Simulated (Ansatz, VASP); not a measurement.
**MgSe: VASP beside Ansatz**

File INCAR:

```
AGGAC    = 1.0          
AGGAX    = 1.0          
ALDAC    = 0.0          
ALDAX    = 1.0          
ALGO     = Normal         # electronic algorithm
EDIFF    = 1E-6           # SCF threshold, eV
ENCUT    = 600            # plane-wave cutoff, eV
GGA      = B5             # functional
GGA_COMPAT= F            
ISIF     = 2              # what is computed and relaxed
ISMEAR   = 0              # smearing method
LASPH    = T              # aspherical terms in the spheres
LCHARG   = F              # write CHGCAR
LREAL    = F              # projectors in reciprocal space
LWAVE    = F              # write WAVECAR
NBANDS   = 11             # bands
NELM     = 120            # most SCF steps
PREC     = Accurate       # precision mode
SIGMA    = 0.05           # smearing width, eV
```

The input KPOINTS:

```
k-points
0
Gamma
  8 8 8
```

Contents of POSCAR:

```
MgSe
1.0
    0.0000000000      2.7254991651      2.7254991651
    2.7254991651      0.0000000000      2.7254991651
    2.7254991651      2.7254991651      0.0000000000
Mg Se
1 1
Direct
    0.0000000000      0.0000000000      0.0000000000
    0.5000000000      0.5000000000      0.5000000000
```

Input for Ansatz:

```yaml
crystal:
  lattice:
    - [0.0, 2.7254991651, 2.7254991651]
    - [2.7254991651, 0.0, 2.7254991651]
    - [2.7254991651, 2.7254991651, 0.0]
  atoms:
    - { symbol: Mg, position: [0.0, 0.0, 0.0] }
    - { symbol: Se, position: [0.5, 0.5, 0.5] }
basis:
  ecutwfc: 420
  ecutrho_ratio: 4
kpoints:
  mp_grid: { grid: [8, 8, 8] }
hamiltonian:
  xc: blyp
scf:
  occupations: { method: gaussian, width: 0.05 }
output:
  forces: true
  stress: true
  eigenvalues: true
```

Alike in both runs: task single point; functional BLYP; k mesh 8 × 8 × 8; occupations gaussian, width 0.05 eV; no spin polarisation.

```csv
,VASP,Ansatz
version,VASP 6.6.1,Ansatz 0.2.0
potentials or method,"VASP PAW PBE potentials, release 64 (Mg, Se), cutoff 600 eV","scalar-relativistic, plane waves, PAW"
valence electrons in the cell,8,26
```

|  | VASP | Ansatz | Ansatz less VASP |
| --- | --- | --- | --- |
| gap on the k mesh at the Fermi level (eV) | 1.86 | 1.88 | +0.019 |
| least direct gap on the mesh (eV) | 2.77 | 2.75 | -0.021 |
| pressure (GPa) | 4.5 | 4.5 | -0.04 |

VASP's potentials were made for PBE, not for BLYP. VASP's potentials hold 8 valence electrons a cell and Ansatz's 26, so a difference there can come from the potentials and not from the codes.
